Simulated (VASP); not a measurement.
Here is a VASP 6.6.1 calculation.

Contents of INCAR:

```
ALGO     = Normal         # electronic algorithm
EDIFF    = 1E-6           # SCF threshold, eV
ENCUT    = 520            # plane-wave cutoff, eV
GGA      = PS             # functional
ISIF     = 2              # what is computed and relaxed
ISMEAR   = 0              # smearing method
IVDW     = 12             # dispersion correction
LASPH    = True           # aspherical terms in the spheres
LCHARG   = True           # write CHGCAR
LELF     = True           # ELF
LREAL    = False          # projectors in reciprocal space
LVHAR    = True         
LWAVE    = False          # write WAVECAR
NBANDS   = 20             # bands
NELM     = 80             # most SCF steps
PREC     = Accurate       # precision mode
SIGMA    = 0.05           # smearing width, eV
```

Contents of KPOINTS:

```
k-points
0
Gamma
  12 12 6
```

File POSCAR:

```
SnSe2
1.0
    3.9184069144      0.0000000000      0.0000000000
   -1.9592034572      3.3934399303      0.0000000000
    0.0000000000      0.0000000000      5.8051664257
Sn Se
1 2
Direct
    0.0000000000      0.0000000000      0.0000000000
    0.3333333333      0.6666666667      0.2500000000
    0.6666666667      0.3333333333      0.7500000000
```

Potentials or basis: VASP PAW PBE potentials, release 64 (Sn_d, Se).

Launch:

```console
$ cat potpaw_PBE.64/Sn_d/POTCAR potpaw_PBE.64/Se/POTCAR > POTCAR
$ mpirun -np 1 vasp_std > vasp.out
```

Q: Estimate the largest force.

A: 0.933 eV/Å.

Q: What does it give for the dispersion energy per atom?

A: -0.328 eV.

Forces on the atoms (eV/Å):
```
Sn   0.000  0.000  0.000
Se   0.000  0.000  0.933
Se   0.000  0.000 -0.933
```

Caveat: the PAW data sets were made with another functional, which shifts forces and pressure a little.
